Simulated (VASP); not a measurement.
# AlN (Pm) in VASP: notebook, part 2 of 2

VASP 6.6.1. Earlier steps stand in the parts before.

**3. Single point, PBE (atom 1 (Al) moved by -0.252 Å along [1 0 0] and +0.630 Å along [1 2 0])**

The input, INCAR:

```
ALGO = Normal ; EDIFF = 1E-6
ENCUT = 520 ; GGA = PE
ISIF = 2 ; ISMEAR = 0
LASPH = True ; LCHARG = True
LELF = True ; LREAL = False
LVHAR = True ; LWAVE = False
NBANDS = 26 ; NELM = 100
PREC = Accurate ; SIGMA = 0.05
```

The input, KPOINTS:

```
k-points
0
Gamma
  8 6 4
```

The input, POSCAR:

```
AlN
1.0
   -1.6567491617      2.8695737234      0.0000000000
    0.0000000000      0.0000000000      4.1874629526
    4.9702474850      2.8695737234      0.0000000000
Al N
4 4
Direct
    0.7026848783      0.7500000000      0.1835265922
    0.0000000000      0.7500000000      0.6666666667
    0.0000000000      0.2500000000      0.3333333333
    0.5000000000      0.2500000000      0.8333333333
    0.5000000000      0.2500000000      0.1666666667
    0.0000000000      0.2500000000      0.6666666667
    0.0000000000      0.7500000000      0.3333333333
    0.5000000000      0.7500000000      0.8333333333
```

Potentials or basis: VASP PAW PBE potentials, release 64 (Al, N).

Started as:

```bash
cat potpaw_PBE.64/Al/POTCAR potpaw_PBE.64/N/POTCAR > POTCAR
mpirun -np 1 vasp_std > vasp.out
```

OUTCAR:

```text
EDIFF = 1E-6
   ENCUT = 520
   GGA = PE
   ISIF = 2
   ISMEAR = 0
   LASPH = True
   LREAL = False
   NELM = 100
   PREC = Accurate

 ion  position               nearest neighbor table
   1  0.703  0.750  0.184-   7 1.31   8 2.12   5 2.20   5 2.20   3 2.47   3 2.47   7 2.48   2 2.94
                             4 2.98   4 2.98   2 3.13   3 3.25   3 3.25
   2  0.000  0.750  0.667-   8 1.91   8 1.91   7 1.91   6 2.09   6 2.09   4 2.84   4 2.84   4 2.84
                             4 2.84   3 2.84   3 2.84   1 2.94   1 3.13
   3  0.000  0.250  0.333-   5 1.91   5 1.91   6 1.91   7 2.09   7 2.09   1 2.47   1 2.47   2 2.84
                             2 2.84   1 3.25   1 3.25   4 3.31   4 3.31   4 3.31   4 3.31
   4  0.500  0.250  0.833-   6 1.91   6 1.91   5 1.91   8 2.09   8 2.09   2 2.84   2 2.84   2 2.84
                             2 2.84   1 2.98   1 2.98   3 3.31   3 3.31   3 3.31   3 3.31
   5  0.500  0.250  0.167-   3 1.91   3 1.91   4 1.91   1 2.20   1 2.20
   6  0.000  0.250  0.667-   4 1.91   4 1.91   3 1.91   2 2.09   2 2.09
   7  0.000  0.750  0.333-   1 1.31   2 1.91   3 2.09   3 2.09   1 2.48
   8  0.500  0.750  0.833-   2 1.91   2 1.91   4 2.09   4 2.09   1 2.12

  LATTYP: Found a simple orthorhombic cell.
 ALAT       =     3.3134983233
[... 209 lines left out ...]
      3      -5.9400      2.00000
      4      -5.2235      2.00000
      5       0.8968      2.00000
      6       1.3179      2.00000
[... 685 lines left out ...]
     25      17.5568      0.00000
     26      17.8713      0.00000

 [... further k-points ...]

------------------------ aborting loop because EDIFF is reached ----------------------------------------

  FORCE on cell =-STRESS in cart. coord.  units (eV):
  Direction    XX          YY          ZZ          XY          YZ          ZX
  --------------------------------------------------------------------------------------
  -------------------------------------------------------------------------------------
  Total        0.1780964     42.8005180      1.0598483      9.2639761      0.0000000      0.0000000
  in kB        3.5832798    861.1414470     21.3240253    186.3901224      0.0000000      0.0000000
  external PRESSURE =     295.3495840 kB  Pullay stress =       0.0000000 kB

 VOLUME and BASIS-vectors are now :
 -----------------------------------------------------------------------------
  energy-cutoff  :      520.00
  volume of cell :       79.63
      direct lattice vectors                 reciprocal lattice vectors
    -1.656749162  2.869573723  0.000000000    -0.150897919  0.261362862  0.000000000
     0.000000000  0.000000000  4.187462953     0.000000000  0.000000000  0.238808083
     4.970247485  2.869573723  0.000000000     0.150897919  0.087120954  0.000000000

 POSITION                                       TOTAL-FORCE (eV/Angst)
 -----------------------------------------------------------------------------------
     -0.25200      2.54305      3.14060        -6.553345    -39.369108      0.000000
      3.31350      1.91305      3.14060        -0.106007      0.327796      0.000000
      1.65675      0.95652      1.04687        -0.019697      1.606365      0.000000
      3.31350      3.82610      1.04687         0.309347     -0.093237      0.000000
      0.00000      1.91305      1.04687        -0.371998      1.456711      0.000000
      3.31350      1.91305      1.04687        -0.320501     -0.174127      0.000000
      1.65675      0.95652      3.14060         6.936398     35.083957      0.000000
      3.31350      3.82610      3.14060         0.125803      1.161644      0.000000
 -----------------------------------------------------------------------------------
    total drift:                               -0.000015     -0.000184      0.000000

  FREE ENERGIE OF THE ION-ELECTRON SYSTEM (eV)
  ---------------------------------------------------
  free  energy   TOTEN  =       -50.8156486934 eV

  energy  without entropy=      -50.8156486934  energy(sigma->0) =      -50.81564869
```

Run time: 98 s. Hardware: 1 thread of AMD EPYC 9R45 (Zen 5), shared host; peak memory 0.23 GiB.

What came out:

```yaml
Free_energy: -50.8156 eV
Pressure: 29.5 GPa
Largest_force: 39.911 eV/Å
Band_gap_on_the_k_mesh: 2.86 eV
```

Forces in eV/Å, atoms in the order of the input:
```
Al   -6.553 -39.369   0.000
Al   -0.106   0.328   0.000
Al   -0.020   1.606   0.000
Al    0.309  -0.093   0.000
N    -0.372   1.457   0.000
N    -0.321  -0.174   0.000
N     6.936  35.084   0.000
N     0.126   1.162   0.000
```

Caveat: the cell differs from its parent crystal (atom 1 (Al) moved by -0.252 Å along [1 0 0] and +0.630 Å along [1 2 0]); atoms lie so close that the PAW spheres overlap strongly, which falsifies energies and pressures; the stress differs along the axes, from 0 to 86 GPa; forces of over 1 eV/Å act on the atoms, so gaps and moduli don't describe the material at rest.

**4. Single point, PBE (atom 1 (Al) moved by -0.504 Å along [1 0 0] and +0.630 Å along [1 2 0])**

The input, INCAR:

```
SYSTEM = AlN
PREC = Accurate
ENCUT = 520
EDIFF = 1E-6
ISMEAR = 0
SIGMA = 0.05
LREAL = .False.
LASPH = .True.
NELM = 100
ALGO = Normal
ISIF = 2
LWAVE = .False.
LCHARG = .False.
GGA = PE
NBANDS = 26
```

The input, KPOINTS:

```
regular mesh
0
Gamma
  8 6 4
  0 0 0
```

Edit POSCAR of step 3 so:

```diff
@@ -8,3 +8,3 @@
 Direct
-    0.7026848783      0.7500000000      0.1835265922
+    0.7407111538      0.7500000000      0.1455003167
     0.0000000000      0.7500000000      0.6666666667
```

Started as:

```bash
cat potpaw_PBE.64/Al/POTCAR potpaw_PBE.64/N/POTCAR > POTCAR
mpirun -np 1 vasp_std > vasp.out
```

Run time: 95 s. Hardware: 1 thread of AMD EPYC 9R45 (Zen 5), shared host; peak memory 0.23 GiB.

Results (log left out):

| Quantity | Value |
| --- | --- |
| Free energy | -52.6542 eV |
| Pressure | 22.8 GPa |
| Largest force | 27.139 eV/Å |
| Band gap on the k mesh | 2.21 eV |

Forces in eV/Å, atoms in the order of the input:
```
Al   -7.000 -26.220   0.000
Al   -1.296  -0.351   0.000
Al    0.096   1.316   0.000
Al    0.378  -0.209   0.000
N    -1.329   1.185   0.000
N     0.073   0.076   0.000
N     9.268  23.232   0.000
N    -0.191   0.972   0.000
```

Stress tensor (GPa, compression positive):
```
 8.60 26.20  0.00
26.20 56.78  0.00
 0.00  0.00  2.89
```

Levels at points of the mesh, in eV from the valence-band top:
```tsv
k point	band 14	band 15	band 16	band 17	band 18	band 19
(0.00, 0.00, 0.00)	-1.57	-1.02	0.00	2.21	3.84	4.20
(0.50, 0.00, 0.00)	-2.45	-2.00	-1.84	4.45	4.72	6.23
(0.00, 0.50, 0.00)	-2.00	-1.60	-1.54	3.82	4.40	5.58
(0.50, 0.50, 0.00)	-1.35	-1.11	-0.38	4.33	5.29	6.54
(0.00, 0.00, 0.50)	-1.37	-0.91	-0.82	3.21	4.99	5.46
(0.50, 0.00, 0.50)	-2.18	-1.81	-1.12	3.14	4.20	5.88
(0.00, 0.50, 0.50)	-1.93	-1.75	-1.52	3.72	4.41	5.38
(0.50, 0.50, 0.50)	-1.91	-1.82	-1.02	3.75	4.26	5.36
```

Caveat: the cell differs from its parent crystal (atom 1 (Al) moved by -0.504 Å along [1 0 0] and +0.630 Å along [1 2 0]); the stress differs along the axes, from 3 to 57 GPa; forces of over 1 eV/Å act on the atoms, so gaps and moduli don't describe the material at rest.

**5. Single point, PBE (atom 1 (Al) moved by -0.378 Å along [1 0 0] and +0.252 Å along [1 2 0])**

The input, INCAR:

```
SYSTEM = AlN
ALGO = Normal
EDIFF = 1E-7
ENCUT = 520
GGA = PE
ISIF = 2
ISMEAR = 0
LASPH = .True.
LCHARG = .False.
LREAL = .False.
LWAVE = .False.
NBANDS = 26
NELM = 80
PREC = Accurate
SIGMA = 0.05
```

The input, KPOINTS:

```
k-points
0
Gamma
  8 6 4
  0 0 0
```

Edit POSCAR of step 4 so:

```diff
@@ -8,3 +8,3 @@
 Direct
-    0.7407111538      0.7500000000      0.1455003167
+    0.6229028543      0.7500000000      0.1315817339
     0.0000000000      0.7500000000      0.6666666667
```

Started as:

```bash
cat potpaw_PBE.64/Al/POTCAR potpaw_PBE.64/N/POTCAR > POTCAR
mpirun -np 1 vasp_std > vasp.out
```

It took 96 s on 1 thread of AMD EPYC 9R45 (Zen 5), shared host; peak memory 0.23 GiB.

The run converged. Its results:

| Item | Value |
| --- | --- |
| Free energy | -57.3293 eV |
| Pressure | 5.2 GPa |
| Largest force | 4.875 eV/Å |
| Band gap on the k mesh | 2.74 eV |

Forces in eV/Å, atoms in the order of the input:
```
Al   3.988 -2.804  0.000
Al  -1.238 -0.507  0.000
Al  -0.294  0.551  0.000
Al   0.099 -0.318  0.000
N   -1.246  0.343  0.000
N    0.314  0.245  0.000
N    0.111  3.318  0.000
N   -1.735 -0.827  0.000
```

Stress tensor (GPa, compression positive):
```
 2.55  7.22  0.00
 7.22 12.62  0.00
 0.00  0.00  0.38
```

Levels at points of the mesh, in eV from the valence-band top:
| k point | band 14 | band 15 | band 16 | band 17 | band 18 | band 19 |
| --- | --- | --- | --- | --- | --- | --- |
| (0.00, 0.00, 0.00) | -1.71 | -0.79 | 0.00 | 2.74 | 3.78 | 4.31 |
| (0.50, 0.00, 0.00) | -2.33 | -2.30 | -2.10 | 5.02 | 5.18 | 5.98 |
| (0.00, 0.50, 0.00) | -1.84 | -1.79 | -1.33 | 4.25 | 4.80 | 5.56 |
| (0.50, 0.50, 0.00) | -1.31 | -0.87 | -0.69 | 5.31 | 5.55 | 6.36 |
| (0.00, 0.00, 0.50) | -1.45 | -0.87 | -0.74 | 3.88 | 4.92 | 5.74 |
| (0.50, 0.00, 0.50) | -2.53 | -1.71 | -1.30 | 3.40 | 4.10 | 6.41 |
| (0.00, 0.50, 0.50) | -2.01 | -1.72 | -1.38 | 4.14 | 4.96 | 5.28 |
| (0.50, 0.50, 0.50) | -2.04 | -1.56 | -1.26 | 4.40 | 4.59 | 5.28 |

Caveat: the cell differs from its parent crystal (atom 1 (Al) moved by -0.378 Å along [1 0 0] and +0.252 Å along [1 2 0]); the stress differs along the axes, from 0 to 13 GPa; forces of over 1 eV/Å act on the atoms, so gaps and moduli don't describe the material at rest.

**6. Overview**

| cell | gap on the mesh (eV) | pressure (GPa) | largest force (eV/Å) |
| --- | --- | --- | --- |
| as given, atomic positions A | 2.54 | 16.7 | 20.04 |
| as given, atomic positions B | 2.86 | 29.5 | 39.91 |
| as given, atomic positions C | 2.21 | 22.8 | 27.14 |
| as given, atomic positions D | 2.74 | 5.2 | 4.88 |

Alike in all rows: task single point; level PBE; potentials or basis VASP PAW PBE potentials, release 64 (Al, N); no spin polarisation; k mesh 8 × 6 × 4; cutoff (eV) 520; smearing gaussian 0.05 eV.

Caveats: forces of over 1 eV/Å act on the atoms, so gaps and moduli don't describe the material at rest; the stress differs along the axes, from -0 to 49 GPa (at least some runs); atoms lie so close that the PAW spheres overlap strongly, which falsifies energies and pressures (at least some runs); the stress differs along the axes, from 0 to 86 GPa (at least some runs); the stress differs along the axes, from 3 to 57 GPa (at least some runs); the stress differs along the axes, from 0 to 13 GPa (at least some runs).

Absolute energies hang on the potentials; compare differences alone.
